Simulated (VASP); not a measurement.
RbRu2:

```
Rb Ru
1.0
     4.06480    0.00000    0.00000
    -2.03240    3.52022    0.00000
     0.00000    0.00000    4.38890
Rb Ru
1 2
Cartesian
  0.0000 0.0000 0.0000
  0.0000 2.3468 2.1945
  2.0324 1.1734 2.1945
```

- Program: VASP 6.6.1
- Task: relaxation of cell and atoms
- Functional: PBE
- Potentials or basis: VASP PAW PBE potentials, release 64 (Rb_sv, Ru_pv)
- Cutoff: 600 eV
- k mesh: 6 × 6 × 4
- Occupations: gaussian, width 0.1 eV
- Spin: no spin polarisation

At the start: pressure 14.9 GPa; volume 20.93 Å³/atom.

Task: How do energy, volume and symmetry change on relaxing?

Result: Over 9 steps the energy falls by 473.2 meV/atom and the volume is 28.10 Å³/atom (+34.2 %); space group P6/mmm (No. 191, to 0.05 Å).

Step by step:
| step | energy change (eV) | largest force (eV/Å) | pressure (GPa) | volume (Å³) |
| --- | --- | --- | --- | --- |
| 1 | 0.0000 | 0.0000 | 14.92 | 62.80 |
| 2 | -0.6025 | 0.0000 | -5.57 | 82.11 |
| 3 | -0.6460 | 0.0000 | -2.71 | 77.25 |
| 4 | -1.2671 | 0.0000 | -1.28 | 80.77 |
| 5 | -1.3949 | 0.0000 | 2.18 | 83.16 |
| 6 | -1.4150 | 0.0000 | 1.00 | 82.61 |
| 7 | -1.4148 | 0.0000 | 1.14 | 82.68 |
| 8 | -1.4157 | 0.0000 | -0.90 | 85.80 |
| 9 | -1.4197 | 0.0000 | 0.02 | 84.30 |

Final structure:
```cif
data_structure
_symmetry_space_group_name_H-M 'P 1'
_symmetry_Int_Tables_number 1
_cell_length_a 4.0361
_cell_length_b 4.0361
_cell_length_c 5.9754
_cell_angle_alpha 90.000
_cell_angle_beta 90.000
_cell_angle_gamma 120.000
_cell_volume 84.30
loop_
_atom_site_label
_atom_site_type_symbol
_atom_site_fract_x
_atom_site_fract_y
_atom_site_fract_z
_atom_site_occupancy
Rb1 Rb 0.00000 0.00000 0.00000 1
Ru1 Ru 0.33333 0.66667 0.50000 1
Ru2 Ru 0.66667 0.33333 0.50000 1
```

Caveat: the volume moved by over 15 % at a fixed basis, so the end points are rough.
